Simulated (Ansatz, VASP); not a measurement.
# One calculation of SnSe, two programs

```xyz
4
Lattice="4.2853 0.0000 0.0000 0.0000 4.2853 0.0000 0.0000 0.0000 10.9907" Properties=species:S:1:pos:R:3 pbc="T T T"
Sn    2.1427    0.0000    4.0911
Sn    0.0000    2.1427    6.8996
Se    2.1427    0.0000    6.8707
Se    0.0000    2.1427    4.3200
```

Change from the starting cell: all Se atoms moved -0.100 Å, as atom 3 towards its neighbour atom 1 (Sn) at 2.680 Å.

Alike in both runs: task single point; functional LDA; k mesh 6 × 6 × 4; occupations gaussian, width 0.05 eV; no spin polarisation.

|  | VASP | Ansatz |
| --- | --- | --- |
| version | VASP 6.6.1 | Ansatz 0.2.0 |
| potentials or method | VASP PAW LDA potentials, release 64 (Sn_d, Se), cutoff 520 eV | scalar-relativistic, plane waves, PAW |
| valence electrons in the cell | 40 | 60 |

|  | VASP | Ansatz | Ansatz less VASP |
| --- | --- | --- | --- |
| gap on the k mesh at the Fermi level (eV) | 1.35 | 1.36 | +0.007 |
| least direct gap on the mesh (eV) | 1.36 | 1.36 | +0.001 |
| rms of the force components (eV/Å) | 0.393 | 0.391 | -0.0020 |

LDA's correlation is that of Perdew and Zunger in VASP and of Perdew and Wang (1992) in Ansatz. Atom by atom the forces differ by 0.014 eV/Å (rms over components). VASP's potentials hold 40 valence electrons a cell and Ansatz's 60, so a difference there can come from the potentials and not from the codes.
